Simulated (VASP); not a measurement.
As:

```
CELL_PARAMETERS angstrom
3.85276 0.00000 0.00000
-1.92638 3.33659 0.00000
0.00000 0.00000 2.25027
ATOMIC_POSITIONS crystal
As 0.00000 0.00000 0.00000
As 0.33333 0.66667 0.50000
As 0.66667 0.33333 0.50000
```

Base run:

* Program: VASP 6.6.1
* Functional: PBE
* Potentials or basis: VASP PAW PBE potentials, release 64 (As)
* Cutoff: 520 eV
* k mesh: 8 × 8 × 10
* Occupations: fermi-dirac, width 0.1 eV
* Spin: no spin polarisation

Its results: pressure 255.1 GPa.

Problem. The run is repeated on the same cell with these changes: potentials or basis from VASP PAW PBE potentials, release 64 (As) to VASP PAW PBE potentials, release 64 (As_d); cutoff from 520 eV to 600 eV; further incar settings from ALGO = Normal; EDIFF = 1e-07; NBANDS = 14 to ALGO = Normal; EDIFF = 1e-06; NBANDS = 30; valence electrons from 15 to 45. What comes out?

Solution. Pressure 247.9 GPa.
